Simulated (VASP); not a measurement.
Here is a VASP 6.6.1 calculation.

Contents of INCAR:

```
SYSTEM = CsPbCl3
  ALGO = Normal
  EDIFF = 1E-6
  ENCUT = 520
  GGA = PS
  ISIF = 2
  ISMEAR = 0
  LASPH = .True.
  LCHARG = .False.
  LREAL = .False.
  LWAVE = .False.
  NBANDS = 30
  NELM = 100
  PREC = Accurate
  SIGMA = 0.05
```

KPOINTS

```
k-points
0
Gamma
  6 6 6
  0 0 0
```

The input POSCAR:

```
CsPbCl3
1.0
    5.6050000000      0.0000000000      0.0000000000
    0.0000000000      5.6050000000      0.0000000000
    0.0000000000      0.0000000000      5.6050000000
Cs Pb Cl
1 1 3
Direct
    0.0000000000      0.0000000000      0.0000000000
    0.5000000000      0.5000000000      0.5000000000
    0.0000000000      0.5000000000      0.5000000000
    0.5000000000      0.0000000000      0.5000000000
    0.5000000000      0.5000000000      0.0000000000
```

Potentials or basis: VASP PAW PBE potentials, release 64 (Cs_sv, Pb_d, Cl).

Launch:

```sh
$ cat potpaw_PBE.64/Cs_sv/POTCAR potpaw_PBE.64/Pb_d/POTCAR potpaw_PBE.64/Cl/POTCAR > POTCAR
$ mpirun -np 1 vasp_std > vasp.out
```

(1) Estimate the pressure.

(2) Predict the band gap on the k mesh.

## Answers

(1) 0.2 GPa.

(2) 1.81 eV, direct.

Caveat: the PAW data sets were made with another functional, which shifts forces and pressure a little; spin-orbit coupling is left out, which moves the levels of the heavy elements.
